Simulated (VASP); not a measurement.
# GaN (P6_3mc) in VASP: single point with PBEsol

Aim: the single point of GaN with PBEsol.

All numbers are computed with VASP 6.6.1; they aren't measurements. Logs are shortened: lines on timing, memory, paths and dates and some standing lists are left out, and cuts for length are marked.

### 1 The cell of the first run

Symmetry: P6_3mc, No. 186, hexagonal system. Conventional cell: a = 3.183 Å, b = 3.183 Å, c = 5.186 Å, α = 90.00°, β = 90.00°, γ = 120.00°. Within 2.6 Å of Ga (site symmetry 3m) lie 4 N at 1.95 Å. N (site symmetry 3m) has 4 Ga at 1.95 Å within 2.6 Å.

### 2 Single point, PBEsol

Contents of INCAR:

```
  PREC = Accurate
  ENCUT = 520
  EDIFF = 1E-7
  ISMEAR = -1
  SIGMA = 0.05
  LREAL = F
  LASPH = T
  NELM = 80
  ALGO = Normal
  ISIF = 2
  LWAVE = F
  LCHARG = F
  GGA = PS
  NBANDS = 26
```

Contents of KPOINTS:

```
regular mesh
0
Gamma
  9 9 5
```

Contents of POSCAR:

```
GaN
1.0
    3.1827460000      0.0000000000      0.0000000000
   -1.5913730000      2.7563390000      0.0000000000
    0.0000000000      0.0000000000      5.1856180000
Ga N
2 2
Direct
    0.6666670000      0.3333330000      0.4996910000
    0.3333330000      0.6666670000      0.9996910000
    0.3333330000      0.6666670000      0.3763100000
    0.6666670000      0.3333330000      0.8763100000
```

Potentials or basis: VASP PAW PBE potentials, release 64 (Ga_d, N).

On the command line:

```
cat potpaw_PBE.64/Ga_d/POTCAR potpaw_PBE.64/N/POTCAR > POTCAR
mpirun -np 1 vasp_std > vasp.out
```

OUTCAR:

```text
PREC = Accurate
   ENCUT = 520
   EDIFF = 1E-7
   ISMEAR = -1
   LREAL = F
   LASPH = T
   NELM = 80
   ISIF = 2
   GGA = PS

 ion  position               nearest neighbor table
   1  0.667  0.333  0.500-   3 1.95   3 1.95   3 1.95   4 1.95
   2  0.333  0.667  1.000-   4 1.95   4 1.95   4 1.95   3 1.95
   3  0.333  0.667  0.376-   1 1.95   1 1.95   1 1.95   2 1.95
   4  0.667  0.333  0.876-   2 1.95   2 1.95   2 1.95   1 1.95

  LATTYP: Found a hexagonal cell.
 ALAT       =     3.1827460000
 C/A-ratio  =     1.6292905560

  Lattice vectors:

 A1 = (   3.1827460000,   0.0000000000,   0.0000000000)
 A2 = (  -1.5913730000,   2.7563390000,   0.0000000000)
 A3 = (   0.0000000000,   0.0000000000,   5.1856180000)

Analysis of symmetry for initial positions (statically):
=====================================================================
 Subroutine PRICEL returns:
 Original cell was already a primitive cell.

 Routine SETGRP: Setting up the symmetry group for a
 hexagonal supercell.

 Subroutine GETGRP returns: Found 12 space group operations
 (whereof  6 operations were pure point group operations)
 out of a pool of 24 trial point group operations.

The static configuration has the point symmetry C_3v.
 The point group associated with its full space group is C_6v.

Analysis of symmetry for dynamics (positions and initial velocities):
=====================================================================
 Subroutine PRICEL returns:
 Original cell was already a primitive cell.

 Routine SETGRP: Setting up the symmetry group for a
 hexagonal supercell.

 Subroutine GETGRP returns: Found 12 space group operations
 (whereof  6 operations were pure point group operations)
 out of a pool of 24 trial point group operations.

The dynamic configuration has the point symmetry C_3v.
 The point group associated with its full space group is C_6v.

 Subroutine INISYM returns: Found 12 space group operations
 (whereof  6 operations are pure point group operations),
 and found     1 'primitive' translations

----------------------------------------------------------------------------------------

                                     Primitive cell

  volume of cell :      45.4920

  direct lattice vectors                    reciprocal lattice vectors
     3.182746000  0.000000000  0.000000000     0.314194095  0.181400038  0.000000000
    -1.591373000  2.756339000  0.000000000     0.000000000  0.362800076  0.000000000
     0.000000000  0.000000000  5.185618000     0.000000000  0.000000000  0.192841046

  length of vectors
     3.182746000  3.182746095  5.185618000     0.362800087  0.362800076  0.192841046

  position of ions in fractional coordinates (direct lattice)
     0.666667000  0.333333000  0.499691000
     0.333333000  0.666667000  0.999691000
     0.333333000  0.666667000  0.376310000
     0.666667000  0.333333000  0.876310000

  ion indices of the primitive-cell ions
   primitive index   ion index
                 1           1
                 2           2
                 3           3
                 4           4

----------------------------------------------------------------------------------------

 KPOINTS: regular mesh

Automatic generation of k-mesh.
 Grid dimensions read from file:
 generate k-points for:    9    9    5

 Generating k-lattice:

  Cartesian coordinates                     Fractional coordinates (reciprocal lattice)
     0.034910455  0.020155560  0.000000000     0.111111111  0.000000000  0.000000000
     0.000000000  0.040311120  0.000000000     0.000000000  0.111111111  0.000000000
     0.000000000  0.000000000  0.038568209     0.000000000  0.000000000  0.200000000

  Length of vectors
     0.040311121  0.040311120  0.038568209

  Shift w.r.t. Gamma in fractional coordinates (k-lattice)
     0.000000000  0.000000000  0.000000000

 Subroutine IBZKPT returns following result:
 ===========================================

 Found     36 irreducible k-points:

 Following reciprocal coordinates:
            Coordinates               Weight
  0.000000  0.000000  0.000000      1.000000
  0.111111  0.000000  0.000000      6.000000
  0.222222  0.000000  0.000000      6.000000
  0.333333 -0.000000  0.000000      6.000000
  0.444444  0.000000  0.000000      6.000000
  0.111111  0.111111  0.000000      6.000000
[... 16 lines left out ...]
  0.333333  0.222222  0.200000     24.000000
  0.333333  0.333333  0.200000      4.000000
 [... further k-points ...]
   k-points           NKPTS =     36   k-points in BZ     NKDIM =     36   number of bands    NBANDS=     26
   number of dos      NEDOS =    301   number of ions     NIONS =      4
   total plane-waves  NPLWV =  23040
   dimension x,y,z NGX =    24 NGY =   24 NGZ =   40
   dimension x,y,z NGXF=    48 NGYF=   48 NGZF=   80
   ions per type =               2   2
   NGX,Y,Z   is equivalent  to a cutoff of  12.54, 12.54, 12.82 a.u.
   NGXF,Y,Z  is equivalent  to a cutoff of  25.07, 25.07, 25.65 a.u.
 SYSTEM =  unknown system
   PREC   = accura    normal or accurate (medium, high low for compatibility)
   ISTART =      0    job   : 0-new  1-cont  2-samecut
   ICHARG =      2    charge: 1-file 2-atom 10-const
   ISPIN  =      1    spin polarized calculation?
   LNONCOLLINEAR =      F non collinear calculations
   LSORBIT =      F    spin-orbit coupling
   LASPH  =      T    aspherical Exc in radial PAW
   ENCUT  =  520.0 eV  38.22 Ry    6.18 a.u.   5.92  5.92  9.64*2*pi/ulx,y,z
   NELM   =     80;   NELMIN=  2; NELMDL= -5     # of ELM steps
   EDIFF  = 0.1E-06   stopping-criterion for ELM
   LREAL  =      F    real-space projection
   EDIFFG = 0.1E-05   stopping-criterion for IOM
   NSW    =      0    number of steps for IOM
   IBRION =     -1    ionic relax: 0-MD 1-quasi-New 2-CG
   NFREE  =      0    steps in history (QN), initial steepest desc. (CG)
   ISIF   =      2    stress and relaxation
   ISYM   =      2    0-nonsym 1-usesym 2-fastsym
   POTIM  = 0.5000    time-step for ionic-motion
   TEBEG  =    0.0;   TEEND  =   0.0 temperature during run
   PSTRESS=    0.0 pullay stress
   NELECT =      36.0000    total number of electrons
   NUPDOWN=      -1.0000    fix difference up-down
   EMIN   =  10.00;   EMAX   =-10.00  energy-range for DOS
   EFERMI =   0.00;   METHOD = LEGACY
   ISMEAR =    -1;   SIGMA  =   0.05  broadening in eV -4-tet -1-fermi 0-gaus
   EFERMI_NEDOS =   21; number of points for ismear=-14 and -15
   IALGO  =     38    algorithm
   IMIX   =      4    mixing-type and parameters
     AMIX     =   0.40;   BMIX     =  1.00
     AMIX_MAG =   1.60;   BMIX_MAG =  1.00
  volume/ion in A,a.u.               =      11.37        76.75
  Fermi-wavevector in a.u.,A,eV,Ry     =   1.514249  2.861516 31.197478  2.292950
  Thomas-Fermi vector in A             =   2.623932
   LORBIT       =      0    0 simple, 1 ext, 2 COOP (PROOUT), +10 PAW based schemes
   GGA     = PS    functional components
   LHFCALC =     F    Hartree Fock is set to
   AEXX    =    0.0000 exact exchange contribution
   IVDW    =     0    specifies the selected vdW correction
   LEPSILON=     F    determine dielectric tensor
   LRPA    =     F    only Hartree local field effects (RPA)
 non-spin polarized calculation
  energy-cutoff  :      520.00
  volume of cell :       45.49
 maximum number of plane-waves:      1239
 NGX is ok and might be reduce to    24
   NGX = 11   NGY = 11   NGZ = 19

 number of electron      35.9999992 magnetization

 Free energy of the ion-electron system (eV)
  ---------------------------------------------------
  ext. energy  EPLUGINS =         0.00000000
  ---------------------------------------------------
  free energy    TOTEN  =       -26.26839072 eV

  energy without entropy =      -26.26839072  energy(sigma->0) =      -26.26839072

 E-fermi :   6.2187     XC(G=0): -11.9276

 val. band max:        5.2346286121   @ k =   0.0000   0.0000   0.0000
 cond. band min:       7.1276213121   @ k =   0.0000   0.0000   0.0000
 fundamental gap:      1.8929927000
 Fermi energy:         6.2186627447

 k-point     1 :       0.0000    0.0000    0.0000
  band No.  band energies     occupation
      1     -10.7814      2.00000
      2      -9.8128      2.00000
      3      -8.1702      2.00000
      4      -8.1544      2.00000
      5      -8.1544      2.00000
      6      -8.0916      2.00000
[... 18 lines left out ...]
     25      16.8868      0.00000
     26      16.8868      0.00000

 k-point     2 :       0.1111    0.0000    0.0000
  band No.  band energies     occupation
      1     -10.6576      2.00000
      2      -9.7805      2.00000
      3      -8.1574      2.00000
      4      -8.1366      2.00000
      5      -8.1171      2.00000
      6      -8.0769      2.00000
[... 18 lines left out ...]
     25      16.4205      0.00000
     26      17.1510      0.00000

 k-point     3 :       0.2222    0.0000    0.0000
  band No.  band energies     occupation
      1     -10.3467      2.00000
      2      -9.7127      2.00000
      3      -8.1212      2.00000
      4      -8.1010      2.00000
      5      -8.0436      2.00000
      6      -8.0048      2.00000
[... 18 lines left out ...]
     25      16.5973      0.00000
     26      17.7043      0.00000

 k-point     4 :       0.3333   -0.0000    0.0000
  band No.  band energies     occupation
      1     -10.0221      2.00000
      2      -9.6590      2.00000
      3      -8.1012      2.00000
      4      -8.0809      2.00000
      5      -7.9988      2.00000
      6      -7.9360      2.00000
[... 18 lines left out ...]
     25      16.7206      0.00000
     26      18.3241      0.00000
[... 496 lines left out ...]
      1      -9.8471      2.00000
      2      -9.6485      2.00000
      3      -8.1049      2.00000
      4      -8.0512      2.00000
      5      -7.9886      2.00000
      6      -7.9722      2.00000
[... 18 lines left out ...]
     25      16.3939      0.00000
     26      18.7323      0.00000

 k-point    23 :       0.3333    0.2222    0.2000
  band No.  band energies     occupation
      1      -9.7290      2.00000
      2      -9.6382      2.00000
      3      -8.1192      2.00000
      4      -8.0307      2.00000
      5      -7.9800      2.00000
      6      -7.9334      2.00000
[... 18 lines left out ...]
     25      17.3093      0.00000
     26      18.5674      0.00000

 k-point    24 :       0.3333    0.3333    0.2000
  band No.  band energies     occupation
      1      -9.6630      2.00000
      2      -9.6630      2.00000
      3      -8.1311      2.00000
      4      -7.9861      2.00000
      5      -7.9861      2.00000
      6      -7.9311      2.00000
[... 18 lines left out ...]
     25      18.1653      0.00000
     26      18.4858      0.00000

 [... further k-points ...]

------------------------ aborting loop because EDIFF is reached ----------------------------------------

  FORCE on cell =-STRESS in cart. coord.  units (eV):
  Direction    XX          YY          ZZ          XY          YZ          ZX
  --------------------------------------------------------------------------------------
  -------------------------------------------------------------------------------------
  Total       -0.0701697     -0.0701697     -0.0596033      0.0000000      0.0000000      0.0000000
  in kB       -2.4712986     -2.4712988     -2.0991614      0.0000000      0.0000000      0.0000000
  external PRESSURE =      -2.3472529 kB  Pullay stress =       0.0000000 kB

 VOLUME and BASIS-vectors are now :
 -----------------------------------------------------------------------------
  energy-cutoff  :      520.00
  volume of cell :       45.49
      direct lattice vectors                 reciprocal lattice vectors
     3.182746000  0.000000000  0.000000000     0.314194095  0.181400038  0.000000000
    -1.591373000  2.756339000  0.000000000     0.000000000  0.362800076  0.000000000
     0.000000000  0.000000000  5.185618000     0.000000000  0.000000000  0.192841046

 POSITION                                       TOTAL-FORCE (eV/Angst)
 -----------------------------------------------------------------------------------
      1.59137      0.91878      2.59121         0.000000     -0.000000     -0.000059
     -0.00000      1.83756      5.18402         0.000000      0.000000     -0.000059
     -0.00000      1.83756      1.95140        -0.000000      0.000000      0.000059
      1.59137      0.91878      4.54421         0.000000      0.000000      0.000059
 -----------------------------------------------------------------------------------
    total drift:                               -0.001038      0.000598     -0.000258

  FREE ENERGIE OF THE ION-ELECTRON SYSTEM (eV)
  ---------------------------------------------------
  free  energy   TOTEN  =       -26.2683907180 eV

  energy  without entropy=      -26.2683907178  energy(sigma->0) =      -26.26839072
```

Wall time 70 s (1 thread of Intel Xeon 8259CL, shared host); peak memory 0.18 GiB.

Results:

| Property | Result |
| --- | --- |
| Free energy | -26.2684 eV |
| Pressure | -0.2 GPa |
| Band gap on the k mesh | 1.89 eV |

Caveat: the PAW data sets were made with another functional, which shifts forces and pressure a little.
